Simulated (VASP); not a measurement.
# CoW3 (P4/mmm) in VASP: single point with PBE

Aim: the single point of CoW3 with PBE.

All numbers are computed with VASP 6.6.1; they aren't measurements. Logs are shortened: lines on timing, memory, paths and dates and some standing lists are left out, and cuts for length are marked.

## (1) The cell of the first run

The structure is tetragonal, space group P4/mmm (No. 123). Conventional cell: a = 4.094 Å, b = 4.094 Å, c = 3.899 Å, α = 90.00°, β = 90.00°, γ = 90.00°. Within 3.7 Å of Co (site symmetry 4/mmm) lie 12 W at 2.83 to 2.90 Å. Within 3.7 Å of W (site symmetry mmm) lie 4 Co at 2.83 Å and 8 W at 2.83 to 2.90 Å. W (site symmetry 4/mmm) has 8 W at 2.83 Å and 4 Co at 2.90 Å within 3.7 Å.

## (2) Single point, PBE (strain +0.050 along x and y, +0.000 along z)

File INCAR:

```
SYSTEM = CoW3
PREC = Accurate ; ENCUT = 520
EDIFF = 1E-6 ; ISMEAR = 0
SIGMA = 0.15 ; LREAL = .False.
LASPH = .True. ; NELM = 100
ALGO = Fast ; ISIF = 2
LWAVE = .False. ; LCHARG = .True.
GGA = PE ; LELF = .True.
LVHAR = .True. ; NBANDS = 34
```

File KPOINTS:

```
Automatic mesh
0
Gamma
  12 12 12
  0 0 0
```

File POSCAR:

```
CoW3
1.0
    4.0941677610      0.0000000000      0.0000000000
    0.0000000000      4.0941677610      0.0000000000
    0.0000000000      0.0000000000      3.8992073914
Co W
1 3
Direct
    0.0000000000      0.0000000000      0.0000000000
    0.0000000000      0.5000000000      0.5000000000
    0.5000000000      0.0000000000      0.5000000000
    0.5000000000      0.5000000000      0.0000000000
```

Potentials or basis: VASP PAW PBE potentials, release 64 (Co, W_sv).

Started as:

```sh
$ cat potpaw_PBE.64/Co/POTCAR potpaw_PBE.64/W_sv/POTCAR > POTCAR
$ mpirun -np 1 vasp_std > vasp.out
```

OUTCAR:

```text
SYSTEM = CoW3
   PREC = Accurate
   ENCUT = 520
   EDIFF = 1E-6
   ISMEAR = 0
   LREAL = .False.
   LASPH = .True.
   NELM = 100
   ISIF = 2
   GGA = PE

 ion  position               nearest neighbor table
   1  0.000  0.000  0.000-   2 2.83   3 2.83   2 2.83   3 2.83   2 2.83   2 2.83   3 2.83   3 2.83
                             4 2.90   4 2.90   4 2.90   4 2.90
   2  0.000  0.500  0.500-   1 2.83   4 2.83   1 2.83   4 2.83   1 2.83   1 2.83   4 2.83   4 2.83
                             3 2.90   3 2.90   3 2.90   3 2.90
   3  0.500  0.000  0.500-   1 2.83   4 2.83   1 2.83   4 2.83   4 2.83   4 2.83   1 2.83   1 2.83
                             2 2.90   2 2.90   2 2.90   2 2.90
   4  0.500  0.500  0.000-   2 2.83   3 2.83   2 2.83   3 2.83   3 2.83   3 2.83   2 2.83   2 2.83
                             1 2.90   1 2.90   1 2.90   1 2.90

  LATTYP: Found a simple tetragonal cell.
 ALAT       =     4.0941677610
 C/A-ratio  =     0.9523809524

  Lattice vectors:

 A1 = (   4.0941677610,   0.0000000000,   0.0000000000)
 A2 = (   0.0000000000,   4.0941677610,   0.0000000000)
 A3 = (   0.0000000000,   0.0000000000,   3.8992073914)

Analysis of symmetry for initial positions (statically):
=====================================================================
 Subroutine PRICEL returns:
 Original cell was already a primitive cell.

 Routine SETGRP: Setting up the symmetry group for a
 simple tetragonal supercell.

 Subroutine GETGRP returns: Found 16 space group operations
 (whereof 16 operations were pure point group operations)
 out of a pool of 16 trial point group operations.

The static configuration has the point symmetry D_4h.

Analysis of symmetry for dynamics (positions and initial velocities):
=====================================================================
 Subroutine PRICEL returns:
 Original cell was already a primitive cell.

 Routine SETGRP: Setting up the symmetry group for a
 simple tetragonal supercell.

 Subroutine GETGRP returns: Found 16 space group operations
 (whereof 16 operations were pure point group operations)
 out of a pool of 16 trial point group operations.

The dynamic configuration has the point symmetry D_4h.

 Subroutine INISYM returns: Found 16 space group operations
 (whereof 16 operations are pure point group operations),
 and found     1 'primitive' translations

----------------------------------------------------------------------------------------

                                     Primitive cell

  volume of cell :      65.3593

  direct lattice vectors                    reciprocal lattice vectors
     4.094167761  0.000000000  0.000000000     0.244249884  0.000000000  0.000000000
     0.000000000  4.094167761  0.000000000     0.000000000  0.244249884  0.000000000
     0.000000000  0.000000000  3.899207391     0.000000000  0.000000000  0.256462378

  length of vectors
     4.094167761  4.094167761  3.899207391     0.244249884  0.244249884  0.256462378

  position of ions in fractional coordinates (direct lattice)
     0.000000000  0.000000000  0.000000000
     0.000000000  0.500000000  0.500000000
     0.500000000  0.000000000  0.500000000
     0.500000000  0.500000000  0.000000000

  ion indices of the primitive-cell ions
   primitive index   ion index
                 1           1
                 2           2
                 3           3
                 4           4

----------------------------------------------------------------------------------------

 KPOINTS: Automatic mesh

Automatic generation of k-mesh.
 Grid dimensions read from file:
 generate k-points for:   12   12   12

 Generating k-lattice:

  Cartesian coordinates                     Fractional coordinates (reciprocal lattice)
     0.020354157  0.000000000  0.000000000     0.083333333  0.000000000  0.000000000
     0.000000000  0.020354157  0.000000000     0.000000000  0.083333333  0.000000000
     0.000000000  0.000000000  0.021371865     0.000000000  0.000000000  0.083333333

  Length of vectors
     0.020354157  0.020354157  0.021371865

  Shift w.r.t. Gamma in fractional coordinates (k-lattice)
     0.000000000  0.000000000  0.000000000

 Subroutine IBZKPT returns following result:
 ===========================================

 Found    196 irreducible k-points:

 Following reciprocal coordinates:
            Coordinates               Weight
  0.000000  0.000000  0.000000      1.000000
  0.083333  0.000000  0.000000      4.000000
  0.166667  0.000000  0.000000      4.000000
  0.250000  0.000000  0.000000      4.000000
  0.333333  0.000000  0.000000      4.000000
  0.416667  0.000000  0.000000      4.000000
[... 16 lines left out ...]
  0.333333  0.333333  0.000000      4.000000
  0.416667  0.333333  0.000000      8.000000
 [... further k-points ...]
   k-points           NKPTS =    196   k-points in BZ     NKDIM =    196   number of bands    NBANDS=     34
   number of dos      NEDOS =    301   number of ions     NIONS =      4
   total plane-waves  NPLWV =  27000
   dimension x,y,z NGX =    30 NGY =   30 NGZ =   30
   dimension x,y,z NGXF=    60 NGYF=   60 NGZF=   60
   ions per type =               1   3
   NGX,Y,Z   is equivalent  to a cutoff of  12.18, 12.18, 12.79 a.u.
   NGXF,Y,Z  is equivalent  to a cutoff of  24.36, 24.36, 25.58 a.u.
 SYSTEM =  CoW3
   PREC   = accura    normal or accurate (medium, high low for compatibility)
   ISTART =      0    job   : 0-new  1-cont  2-samecut
   ICHARG =      2    charge: 1-file 2-atom 10-const
   ISPIN  =      1    spin polarized calculation?
   LNONCOLLINEAR =      F non collinear calculations
   LSORBIT =      F    spin-orbit coupling
   LASPH  =      T    aspherical Exc in radial PAW
   ENCUT  =  520.0 eV  38.22 Ry    6.18 a.u.   7.61  7.61  7.25*2*pi/ulx,y,z
   NELM   =    100;   NELMIN=  2; NELMDL= -5     # of ELM steps
   EDIFF  = 0.1E-05   stopping-criterion for ELM
   LREAL  =      F    real-space projection
   EDIFFG = 0.1E-04   stopping-criterion for IOM
   NSW    =      0    number of steps for IOM
   IBRION =     -1    ionic relax: 0-MD 1-quasi-New 2-CG
   NFREE  =      0    steps in history (QN), initial steepest desc. (CG)
   ISIF   =      2    stress and relaxation
   ISYM   =      2    0-nonsym 1-usesym 2-fastsym
   POTIM  = 0.5000    time-step for ionic-motion
   TEBEG  =    0.0;   TEEND  =   0.0 temperature during run
   PSTRESS=    0.0 pullay stress
   NELECT =      51.0000    total number of electrons
   NUPDOWN=      -1.0000    fix difference up-down
   EMIN   =  10.00;   EMAX   =-10.00  energy-range for DOS
   EFERMI =   0.00;   METHOD = LEGACY
   ISMEAR =     0;   SIGMA  =   0.15  broadening in eV -4-tet -1-fermi 0-gaus
   EFERMI_NEDOS =   21; number of points for ismear=-14 and -15
   IALGO  =     68    algorithm
   IMIX   =      4    mixing-type and parameters
     AMIX     =   0.40;   BMIX     =  1.00
     AMIX_MAG =   1.60;   BMIX_MAG =  1.00
  volume/ion in A,a.u.               =      16.34       110.27
  Fermi-wavevector in a.u.,A,eV,Ry     =   1.507170  2.848139 30.906486  2.271563
  Thomas-Fermi vector in A             =   2.617792
   LORBIT       =      0    0 simple, 1 ext, 2 COOP (PROOUT), +10 PAW based schemes
   GGA     = PE    functional components
   LHFCALC =     F    Hartree Fock is set to
   AEXX    =    0.0000 exact exchange contribution
   IVDW    =     0    specifies the selected vdW correction
   LEPSILON=     F    determine dielectric tensor
   LRPA    =     F    only Hartree local field effects (RPA)
 non-spin polarized calculation
 RMM-DIIS sequential band-by-band and
 Gauss-broadening in eV      SIGMA  =   0.15
  energy-cutoff  :      520.00
  volume of cell :       65.36
 maximum number of plane-waves:      1784
   NGX = 15   NGY = 15   NGZ = 15

 number of electron      51.0000030 magnetization

 Free energy of the ion-electron system (eV)
  ---------------------------------------------------
  ext. energy  EPLUGINS =         0.00000000
  ---------------------------------------------------
  free energy    TOTEN  =       -44.42841805 eV

  energy without entropy =      -44.36850342  energy(sigma->0) =      -44.39846074

 E-fermi :   9.2425     XC(G=0): -12.9549

 val. band max:        9.2423545620   @ k =   0.5000   0.3333   0.0833
 cond. band min:       9.2425453279   @ k =   0.2500   0.1667   0.2500
 fundamental gap:      0.0001907659
 Fermi energy:         9.2424556658

 k-point     1 :       0.0000    0.0000    0.0000
  band No.  band energies     occupation
      1     -64.6507      2.00000
      2     -64.5717      2.00000
      3     -64.4907      2.00000
      4     -29.1385      2.00000
      5     -29.1385      2.00000
      6     -29.1287      2.00000
[... 26 lines left out ...]
     33      14.1675      0.00000
     34      14.5726      0.00000

 k-point     2 :       0.0833    0.0000    0.0000
  band No.  band energies     occupation
      1     -64.6492      2.00000
      2     -64.5727      2.00000
      3     -64.4912      2.00000
      4     -29.1322      2.00000
      5     -29.1270      2.00000
      6     -29.1217      2.00000
[... 26 lines left out ...]
     33      14.0004      0.00000
     34      14.6274      0.00000

 k-point     3 :       0.1667    0.0000    0.0000
  band No.  band energies     occupation
      1     -64.6449      2.00000
      2     -64.5757      2.00000
      3     -64.4925      2.00000
      4     -29.1140      2.00000
      5     -29.1014      2.00000
      6     -29.0931      2.00000
[... 26 lines left out ...]
     33      13.5749      0.00000
     34      15.0142      0.00000
[... 704 lines left out ...]
 k-point    23 :       0.3333    0.3333    0.0000
  band No.  band energies     occupation
      1     -64.6147      2.00000
      2     -64.5930      2.00000
      3     -64.5051      2.00000
      4     -29.0739      2.00000
      5     -28.9372      2.00000
      6     -28.9263      2.00000
[... 26 lines left out ...]
     33      12.6233      0.00000
     34      12.7772      0.00000

 k-point    24 :       0.4167    0.3333    0.0000
  band No.  band energies     occupation
      1     -64.6085      2.00000
      2     -64.5967      2.00000
      3     -64.5075      2.00000
      4     -29.0549      2.00000
      5     -28.9837      2.00000
      6     -28.8851      2.00000
[... 26 lines left out ...]
     33      12.2875      0.00000
     34      12.7832      0.00000

 [... further k-points ...]

------------------------ aborting loop because EDIFF is reached ----------------------------------------

  FORCE on cell =-STRESS in cart. coord.  units (eV):
  Direction    XX          YY          ZZ          XY          YZ          ZX
  --------------------------------------------------------------------------------------
  -------------------------------------------------------------------------------------
  Total       -8.8789330     -8.8789330     -8.7800417      0.0000000      0.0000000      0.0000000
  in kB     -217.6525494   -217.6525494   -215.2283910      0.0000000      0.0000000      0.0000000
  external PRESSURE =    -216.8444966 kB  Pullay stress =       0.0000000 kB

 VOLUME and BASIS-vectors are now :
 -----------------------------------------------------------------------------
  energy-cutoff  :      520.00
  volume of cell :       65.36
      direct lattice vectors                 reciprocal lattice vectors
     4.094167761  0.000000000  0.000000000     0.244249884  0.000000000  0.000000000
     0.000000000  4.094167761  0.000000000     0.000000000  0.244249884  0.000000000
     0.000000000  0.000000000  3.899207391     0.000000000  0.000000000  0.256462378

 POSITION                                       TOTAL-FORCE (eV/Angst)
 -----------------------------------------------------------------------------------
      0.00000      0.00000      0.00000         0.000000      0.000000      0.000000
      0.00000      2.04708      1.94960         0.000000      0.000000      0.000000
      2.04708      0.00000      1.94960         0.000000      0.000000      0.000000
      2.04708      2.04708      0.00000         0.000000      0.000000      0.000000
 -----------------------------------------------------------------------------------
    total drift:                                0.000000      0.000000     -0.000000

  FREE ENERGIE OF THE ION-ELECTRON SYSTEM (eV)
  ---------------------------------------------------
  free  energy   TOTEN  =       -44.4284180518 eV

  energy  without entropy=      -44.3685034215  energy(sigma->0) =      -44.39846074
```

Wall time 12 min (1 thread of Intel Xeon 8259CL, shared host); peak memory 0.45 GiB.

Results:

```
Free energy            : -44.4284 eV
Pressure               : -21.7 GPa
Band gap on the k mesh : zero (an odd number of electrons rules out a gap without spin polarisation)
```

Stress tensor (GPa, compression positive):
```
-21.77   0.00   0.00
  0.00 -21.77   0.00
  0.00   0.00 -21.52
```

Caveat: the cell differs from its parent crystal (strain +0.050 along x and y, +0.000 along z); the cell stands under tension; spin-orbit coupling is left out, which moves the levels of the heavy elements; the run has no spin polarisation, though such a crystal can be magnetic. Spin polarisation is off, so any magnetic state and its effect on volume and gap are missing.
